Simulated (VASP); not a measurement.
# Rh (Fm-3m) in VASP: a series of runs

Runs on Rh. Level: PBE. Tasks: single point.

All numbers are computed with VASP 6.6.1; they aren't measurements. Logs are shortened: lines on timing, memory, paths and dates and some standing lists are left out, and cuts for length are marked.

## Step 1: The cell of the first run

The structure is cubic, space group Fm-3m (No. 225). Conventional cell: a = 3.670 Å, b = 3.670 Å, c = 3.670 Å, α = 90.00°, β = 90.00°, γ = 90.00°. Within 3.4 Å of Rh (site symmetry m-3m) lie 12 Rh at 2.60 Å.

## Step 2: Single point, PBE, collinear spin, ferromagnetic start (12.36 Å³/atom)

Contents of INCAR:

```
SYSTEM = Rh
ALGO = Fast ; EDIFF = 1E-6
ENCUT = 520 ; GGA = PE
ISIF = 2 ; ISMEAR = 0
ISPIN = 2 ; LASPH = .TRUE.
LCHARG = .FALSE. ; LMAXMIX = 4
LORBIT = 11 ; LREAL = .FALSE.
LWAVE = .FALSE. ; MAGMOM = 0.875
NBANDS = 18 ; NELM = 150
NUPDOWN = 0.875 ; PREC = Accurate
SIGMA = 0.15
```

Contents of KPOINTS:

```
k-points
0
G
  22 22 22
  0 0 0
```

Contents of POSCAR:

```
Rh
1.0
    0.0000000000      1.8351625453      1.8351625453
    1.8351625453      0.0000000000      1.8351625453
    1.8351625453      1.8351625453      0.0000000000
Rh
1
Direct
    0.0000000000      0.0000000000      0.0000000000
```

Potentials or basis: VASP PAW PBE potentials, release 64 (Rh_pv).

Run with:

```
> cat potpaw_PBE.64/Rh_pv/POTCAR > POTCAR
> mpirun -np 1 vasp_std > vasp.out
```

OUTCAR:

```text
SYSTEM = Rh
   EDIFF = 1E-6
   ENCUT = 520
   GGA = PE
   ISIF = 2
   ISMEAR = 0
   ISPIN = 2
   LASPH = .TRUE.
   LORBIT = 11
   LREAL = .FALSE.
   NELM = 150
   NUPDOWN = 0.875
   PREC = Accurate

 ion  position               nearest neighbor table
   1  0.000  0.000  0.000-

  LATTYP: Found a face centered cubic cell.
 ALAT       =     3.6703250906

  Lattice vectors:

 A1 = (   0.0000000000,   1.8351625453,   1.8351625453)
 A2 = (   1.8351625453,   0.0000000000,   1.8351625453)
 A3 = (   1.8351625453,   1.8351625453,   0.0000000000)

Analysis of symmetry for initial positions (statically):
=====================================================================
 Subroutine PRICEL returns:
 Original cell was already a primitive cell.

 Routine SETGRP: Setting up the symmetry group for a
 face centered cubic supercell.

 Subroutine GETGRP returns: Found 48 space group operations
 (whereof 48 operations were pure point group operations)
 out of a pool of 48 trial point group operations.

The static configuration has the point symmetry O_h .

Analysis of symmetry for dynamics (positions and initial velocities):
=====================================================================
 Subroutine PRICEL returns:
 Original cell was already a primitive cell.

 Routine SETGRP: Setting up the symmetry group for a
 face centered cubic supercell.

 Subroutine GETGRP returns: Found 48 space group operations
 (whereof 48 operations were pure point group operations)
 out of a pool of 48 trial point group operations.

The dynamic configuration has the point symmetry O_h .

Analysis of structural, dynamic, and magnetic symmetry:
=====================================================================
 Subroutine PRICEL returns:
 Original cell was already a primitive cell.

 Routine SETGRP: Setting up the symmetry group for a
 face centered cubic supercell.

 Subroutine GETGRP returns: Found 48 space group operations
 (whereof 48 operations were pure point group operations)
 out of a pool of 48 trial point group operations.

The overall configuration has the point symmetry O_h .

 Subroutine INISYM returns: Found 48 space group operations
 (whereof 48 operations are pure point group operations),
 and found     1 'primitive' translations
[... 99 lines left out ...]
   ISIF   =      2    stress and relaxation
   ISYM   =      2    0-nonsym 1-usesym 2-fastsym
   POTIM  = 0.5000    time-step for ionic-motion
   TEBEG  =    0.0;   TEEND  =   0.0 temperature during run
   PSTRESS=    0.0 pullay stress
   NELECT =      15.0000    total number of electrons
   NUPDOWN=       0.8750    fix difference up-down
   EMIN   =  10.00;   EMAX   =-10.00  energy-range for DOS
   EFERMI =   0.00;   METHOD = LEGACY
   ISMEAR =     0;   SIGMA  =   0.15  broadening in eV -4-tet -1-fermi 0-gaus
   EFERMI_NEDOS =   21; number of points for ismear=-14 and -15
   IALGO  =     68    algorithm
   IMIX   =      4    mixing-type and parameters
     AMIX     =   0.40;   BMIX     =  1.00
     AMIX_MAG =   1.60;   BMIX_MAG =  1.00
  volume/ion in A,a.u.               =      12.36        83.42
  Fermi-wavevector in a.u.,A,eV,Ry     =   1.746173  3.299789 41.485820  3.049122
  Thomas-Fermi vector in A             =   2.817718
   LORBIT       =     11    0 simple, 1 ext, 2 COOP (PROOUT), +10 PAW based schemes
   GGA     = PE    functional components
   LHFCALC =     F    Hartree Fock is set to
   AEXX    =    0.0000 exact exchange contribution
   IVDW    =     0    specifies the selected vdW correction
   LEPSILON=     F    determine dielectric tensor
   LRPA    =     F    only Hartree local field effects (RPA)
 spin polarized calculation
 RMM-DIIS sequential band-by-band and
 Gauss-broadening in eV      SIGMA  =   0.15
  energy-cutoff  :      520.00
  volume of cell :       12.36
 maximum number of plane-waves:       342
   NGX =  9   NGY =  9   NGZ =  9

 number of electron      15.0000000 magnetization       0.8750000

 Free energy of the ion-electron system (eV)
  ---------------------------------------------------
  ext. energy  EPLUGINS =         0.00000000
  ---------------------------------------------------
  free energy    TOTEN  =        -6.85911365 eV

  energy without entropy =       -6.84262312  energy(sigma->0) =       -6.85086838

 E-fermi :  13.4826     XC(G=0): -14.7204

 val. band max:       14.2949345511   @ k =  -0.4091   0.3636   0.1364
 cond. band min:      13.4839004026   @ k =   0.1818   0.1364   0.0455
 fundamental gap:     -0.8110341485
 Fermi energy:        14.3011884825

 spin component 1

 k-point     1 :       0.0000    0.0000    0.0000
  band No.  band energies     occupation
      1     -32.8829      1.00000
      2     -32.8829      1.00000
      3     -32.8829      1.00000
      4       5.1330      1.00000
      5      10.0928      1.00000
      6      10.0928      1.00000
[... 493 lines left out ...]
     17      48.0009      0.00000
     18      54.6387      0.00000

 [... further k-points ...]

 spin component 2

 k-point     1 :       0.0000    0.0000    0.0000
  band No.  band energies     occupation
      1     -32.1649      1.00000
      2     -32.1649      1.00000
      3     -32.1649      1.00000
      4       5.2918      1.00000
      5      10.6860      1.00000
      6      10.6860      1.00000
[... 493 lines left out ...]
     17      48.1581      0.00000
     18      54.9566      0.00000

 [... further k-points ...]

------------------------ aborting loop because EDIFF is reached ----------------------------------------

  FORCE on cell =-STRESS in cart. coord.  units (eV):
  Direction    XX          YY          ZZ          XY          YZ          ZX
  --------------------------------------------------------------------------------------
  -------------------------------------------------------------------------------------
  Total        4.1069098      4.1069098      4.1069098     -0.0000000      0.0000000      0.0000000
  in kB      532.3192066    532.3192066    532.3192066     -0.0000000      0.0000000      0.0000000
  external PRESSURE =     532.3192066 kB  Pullay stress =       0.0000000 kB

 VOLUME and BASIS-vectors are now :
 -----------------------------------------------------------------------------
  energy-cutoff  :      520.00
  volume of cell :       12.36
      direct lattice vectors                 reciprocal lattice vectors
     0.000000000  1.835162545  1.835162545    -0.272455430  0.272455430  0.272455430
     1.835162545  0.000000000  1.835162545     0.272455430 -0.272455430  0.272455430
     1.835162545  1.835162545  0.000000000     0.272455430  0.272455430 -0.272455430

 POSITION                                       TOTAL-FORCE (eV/Angst)
 -----------------------------------------------------------------------------------
      0.00000      0.00000      0.00000         0.000000      0.000000     -0.000000
 -----------------------------------------------------------------------------------
    total drift:                                0.000000     -0.000000     -0.000000

  FREE ENERGIE OF THE ION-ELECTRON SYSTEM (eV)
  ---------------------------------------------------
  free  energy   TOTEN  =        -6.8591136495 eV

  energy  without entropy=       -6.8426231168  energy(sigma->0) =       -6.85086838

 total charge

# of ion       s       p       d       tot
------------------------------------------
    1        0.463   6.373   7.180  14.017

 magnetization (x)

# of ion       s       p       d       tot
------------------------------------------
    1        0.002   0.008   0.851   0.861
```

OSZICAR:

```text
N       E                     dE             d eps       ncg     rms          rms(c)
DAV:   1     0.131201133069E+03    0.13120E+03   -0.78332E+03 23944   0.912E+02
DAV:   2    -0.477679484919E+01   -0.13598E+03   -0.12872E+03 25132   0.301E+02
DAV:   3    -0.726957516871E+01   -0.24928E+01   -0.24789E+01 26696   0.426E+01
DAV:   4    -0.727662584539E+01   -0.70507E-02   -0.70501E-02 26050   0.229E+00
DAV:   5    -0.727665808444E+01   -0.32239E-04   -0.32240E-04 25600   0.140E-01    0.146E+01
RMM:   6    -0.688786193226E+01    0.38880E+00   -0.34047E-01 26551   0.485E+00    0.618E+00
RMM:   7    -0.686143724585E+01    0.26425E-01   -0.29697E-02 25853   0.152E+00    0.274E+00
RMM:   8    -0.685948052550E+01    0.19567E-02   -0.28085E-03 28524   0.503E-01    0.138E+00
RMM:   9    -0.685908782752E+01    0.39270E-03   -0.57312E-04 30120   0.226E-01    0.122E-01
RMM:  10    -0.685911660832E+01   -0.28781E-04   -0.66448E-05 29420   0.824E-02    0.276E-02
RMM:  11    -0.685911373089E+01    0.28774E-05   -0.63492E-06 29241   0.240E-02    0.111E-02
RMM:  12    -0.685911364954E+01    0.81358E-07   -0.66523E-07 22069   0.808E-03
   1 F= -.68591136E+01 E0= -.68508684E+01  d E =-.164905E-01  mag=     0.8750
```

It took 2.4 min on 1 thread of Intel Xeon Platinum 8375C at 2.90GHz (Ice Lake), shared host; peak memory 0.22 GiB.

Results:

- Free energy: -6.8591 eV
- Pressure: 53.2 GPa
- Net moment: 0.88 μB per cell
- Site moments: Rh +0.86 μB
- Valence electrons inside the program's atomic spheres: Rh 14.02

Caveat: the cell stands under pressure; the total moment is fixed, so each spin has its own Fermi level and the state may be an excited one.

## Step 3: Single point, PBE, collinear spin (12.36 Å³/atom)

Contents of INCAR:

```
ALGO     = Fast           # electronic algorithm
EDIFF    = 1E-6           # SCF threshold, eV
ENCUT    = 520            # plane-wave cutoff, eV
GGA      = PE             # functional
ISIF     = 2              # what is computed and relaxed
ISMEAR   = 0              # smearing method
ISPIN    = 2              # spin polarisation
LASPH    = True           # aspherical terms in the spheres
LCHARG   = False          # write CHGCAR
LMAXMIX  = 4              # l up to which the mixer works
LORBIT   = 11             # projections on sites
LREAL    = False          # projectors in reciprocal space
LWAVE    = False          # write WAVECAR
MAGMOM   = 0.125          # initial moments
NBANDS   = 18             # bands
NELM     = 150            # most SCF steps
NUPDOWN  = 0.125          # fixed moment
PREC     = Accurate       # precision mode
SIGMA    = 0.15           # smearing width, eV
```

Contents of KPOINTS:

```
k-points
0
Gamma
  22 22 22
```

POSCAR is that of step 2.

Potentials or basis: VASP PAW PBE potentials, release 64 (Rh_pv).

Run with:

```
> cat potpaw_PBE.64/Rh_pv/POTCAR > POTCAR
> mpirun -np 1 vasp_std > vasp.out
```

It took 2.1 min on 1 thread of Intel Xeon Platinum 8375C at 2.90GHz (Ice Lake), shared host; peak memory 0.22 GiB.

It converged, with:

- Free energy: -7.0492 eV
- Pressure: 45.9 GPa
- Net moment: 0.12 μB per cell
- Site moments: Rh +0.12 μB
- Valence electrons inside the program's atomic spheres: Rh 14.01

Caveat: the cell stands under pressure; the total moment is fixed, so each spin has its own Fermi level and the state may be an excited one.
